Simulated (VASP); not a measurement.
# TiAl4Ni3 (P4/mmm) in VASP: a series of runs, part 2 of 2

VASP 6.6.1. Earlier steps stand in the parts before.

## (3) Relaxation of cell and atoms, PBE, collinear spin, ferromagnetic start

This run uses another cell than the first one, of 13.36 Å³/atom.

The input, INCAR:

```
ALGO = Normal ; EDIFF = 1E-6
EDIFFG = -0.04 ; ENCUT = 600
GGA = PE ; IBRION = 2
ISIF = 3 ; ISMEAR = 0
ISPIN = 2 ; LASPH = T
LCHARG = F ; LMAXMIX = 4
LORBIT = 11 ; LREAL = F
LWAVE = F ; MAGMOM = 0 0 0 0 0 2 2 2
NELM = 150 ; NSW = 90
PREC = Accurate ; SIGMA = 0.1
```

The input, KPOINTS:

```
k-points
0
Gamma
  6 6 1
```

The input, POSCAR:

```
TiAl4Ni3
1.0
    2.6434032400      0.0000000000      0.0000000000
    0.0000000000      2.6434032400      0.0000000000
    0.0000000000      0.0000000000     15.2972491100
Ti Al Ni
1 4 3
Direct
    0.5000000000      0.5000000000      0.0000000000
    0.0000000000      0.0000000000      0.8750000000
    0.0000000000      0.0000000000      0.1250000000
    0.0000000000      0.0000000000      0.3750000000
    0.0000000000      0.0000000000      0.6250000000
    0.5000000000      0.5000000000      0.2500000000
    0.5000000000      0.5000000000      0.5000000000
    0.5000000000      0.5000000000      0.7500000000
```

Potentials or basis: VASP PAW PBE potentials, release 64 (Ti_sv, Al, Ni).

The run is started by

```sh
cat potpaw_PBE.64/Ti_sv/POTCAR potpaw_PBE.64/Al/POTCAR potpaw_PBE.64/Ni/POTCAR > POTCAR
mpirun -np 1 vasp_std > vasp.out
```

OUTCAR:

```text
EDIFF = 1E-6
   EDIFFG = -0.04
   ENCUT = 600
   GGA = PE
   IBRION = 2
   ISIF = 3
   ISMEAR = 0
   ISPIN = 2
   LASPH = T
   LORBIT = 11
   LREAL = F
   NELM = 150
   NSW = 90
   PREC = Accurate

 ion  position               nearest neighbor table
   1  0.500  0.500  0.000-   2 2.67   3 2.67   2 2.67   3 2.67   2 2.67   3 2.67   2 2.67   3 2.67

   2  0.000  0.000  0.875-   1 2.67   8 2.67   1 2.67   8 2.67   1 2.67   8 2.67   1 2.67   8 2.67

   3  0.000  0.000  0.125-   1 2.67   6 2.67   1 2.67   6 2.67   1 2.67   6 2.67   1 2.67   6 2.67
[... 7 lines left out ...]
   7  0.500  0.500  0.500-   4 2.67   5 2.67   4 2.67   5 2.67   4 2.67   5 2.67   4 2.67   5 2.67

   8  0.500  0.500  0.750-   2 2.67   5 2.67   2 2.67   5 2.67   2 2.67   5 2.67   2 2.67   5 2.67

  LATTYP: Found a simple tetragonal cell.
 ALAT       =     2.6434032400
 C/A-ratio  =     5.7869525461
[... 430 lines left out ...]
      4     -23.1637      1.00000
      5      -1.4227      1.00000
      6      -0.5906      1.00000
[... 369 lines left out ...]
     34      12.2147      0.00000
     35      12.2720      0.00000
 Fermi energy:         9.4681040074

 spin component 2

 k-point     1 :       0.0000    0.0000    0.0000
  band No.  band energies     occupation
      1     -47.2012      1.00000
      2     -23.6108      1.00000
      3     -23.1637      1.00000
      4     -23.1637      1.00000
      5      -1.4227      1.00000
      6      -0.5906      1.00000
[... 404 lines left out ...]
  FREE ENERGIE OF THE ION-ELECTRON SYSTEM (eV)
  ---------------------------------------------------
  free  energy   TOTEN  =       -43.9632972485 eV

  energy  without entropy=      -43.9337616564  energy(sigma->0) =      -43.94852945

 reached required accuracy - stopping structural energy minimisation

 total charge

# of ion       s       p       d       tot
------------------------------------------
    1        2.200   6.114   1.967  10.281
    2        0.400   0.412   0.000   0.812
    3        0.400   0.412   0.000   0.812
    4        0.385   0.408   0.000   0.793
    5        0.385   0.408   0.000   0.793
    6        0.472   0.507   8.460   9.440
    7        0.466   0.507   8.462   9.436
    8        0.472   0.507   8.460   9.440
--------------------------------------------------
tot          5.181   9.276  27.350  41.808

 magnetization (x)

# of ion       s       p       d       tot
------------------------------------------
    1        0.000   0.000   0.000   0.000
    2       -0.000  -0.000   0.000  -0.000
    3       -0.000  -0.000   0.000  -0.000
    4       -0.000   0.000   0.000   0.000
    5       -0.000   0.000   0.000   0.000
    6        0.000   0.000   0.000   0.000
    7        0.000   0.000   0.000   0.000
    8        0.000   0.000   0.000   0.000
--------------------------------------------------
tot          0.000   0.000   0.000   0.000
```

CONTCAR:

```text
TiAl4Ni3
   1.00000000000000
     2.8336095320431491    0.0000000000000000   -0.0000000000000000
     0.0000000000000000    2.8336095320431487    0.0000000000000000
    -0.0000000000000000    0.0000000000000000   13.0740338564783052
  Ti              Al              Ni
     1     4     3
Direct
     0.5000000000000000    0.5000000000000000    0.0000000000000000
     0.0000000000000000    0.0000000000000000    0.8458089439251676
     0.0000000000000000    0.0000000000000000    0.1541910560748322
     0.0000000000000000    0.0000000000000000    0.3843920166652977
     0.0000000000000000    0.0000000000000000    0.6156079833347020
     0.5000000000000000    0.5000000000000000    0.2697650756311931
     0.5000000000000000    0.5000000000000000    0.5000000000000000
     0.5000000000000000    0.5000000000000000    0.7302349243688069

  0.00000000E+00  0.00000000E+00  0.00000000E+00
  0.00000000E+00  0.00000000E+00  0.00000000E+00
  0.00000000E+00  0.00000000E+00  0.00000000E+00
  0.00000000E+00  0.00000000E+00  0.00000000E+00
  0.00000000E+00  0.00000000E+00  0.00000000E+00
  0.00000000E+00  0.00000000E+00  0.00000000E+00
  0.00000000E+00  0.00000000E+00  0.00000000E+00
  0.00000000E+00  0.00000000E+00  0.00000000E+00
```

Run time: 16 min. Hardware: 1 thread of AMD EPYC 9R45 (Zen 5), shared host; peak memory 0.33 GiB.

Results:

```yaml
Free_energy: -43.9633 eV
Relaxed_volume: 13.12 Å³/atom
Relaxed_cell: a = 2.834 Å, b = 2.834 Å, c = 13.074 Å, α = 90.00°, β = 90.00°, γ = 90.00°
Space_group_after_relaxing_to_0.1_Å: P4/mmm (No. 123)
Energy_gained_by_relaxing: 219.7 meV/atom
Ionic_steps: 16
Pressure_after_relaxing: 0.2 GPa
Largest_force_after_relaxing: 0.037 eV/Å
Band_gap_on_the_k_mesh: zero (filled and empty bands overlap)
Net_moment: 0.00 μB per cell
Valence_electrons_inside_the_program's_atomic_spheres: Ti 10.28; Al 0.81, 0.79 (each value once); Ni 9.44
```

Forces in eV/Å, atoms in the order of the input:
```
Ti   0.000  0.000  0.000
Al   0.000  0.000 -0.010
Al   0.000  0.000  0.010
Al   0.000  0.000  0.037
Al   0.000  0.000 -0.037
Ni   0.000  0.000 -0.002
Ni   0.000  0.000  0.000
Ni   0.000  0.000  0.002
```

Step by step:
```tsv
step	energy change (eV)	largest force (eV/Å)	pressure (GPa)	volume (Å³)
1	0.0000	2.1060	0.91	106.89
2	-0.7058	1.4642	-1.79	107.95
3	-1.4373	0.7285	-4.82	109.43
4	-1.4945	0.7461	7.09	100.73
5	-1.5542	0.7471	1.61	104.24
6	-1.6626	0.3909	1.18	104.19
7	-1.7025	0.5180	1.15	104.10
8	-1.7038	0.4581	1.16	104.12
9	-1.7327	0.2603	-1.95	106.45
10	-1.7328	0.2689	-1.90	106.32
11	-1.7545	0.0936	-0.64	105.48
12	-1.7564	0.1112	0.00	105.10
13	-1.7564	0.1094	0.02	105.14
14	-1.7564	0.1080	-0.05	105.16
15	-1.7576	0.0616	-0.04	105.08
16	-1.7579	0.0375	0.17	104.98
```

Final structure:
```
CELL_PARAMETERS angstrom
2.83361 0.00000 0.00000
0.00000 2.83361 0.00000
0.00000 0.00000 13.07403
ATOMIC_POSITIONS crystal
Ti 0.50000 0.50000 0.00000
Al 0.00000 0.00000 0.84581
Al 0.00000 0.00000 0.15419
Al 0.00000 0.00000 0.38439
Al 0.00000 0.00000 0.61561
Ni 0.50000 0.50000 0.26977
Ni 0.50000 0.50000 0.50000
Ni 0.50000 0.50000 0.73023
```

Caveat: the k points lie up to 0.48 Å⁻¹ apart in the final cell, too coarse for converged energies and pressures of a metal; the moments typed at the start vanished in this run.
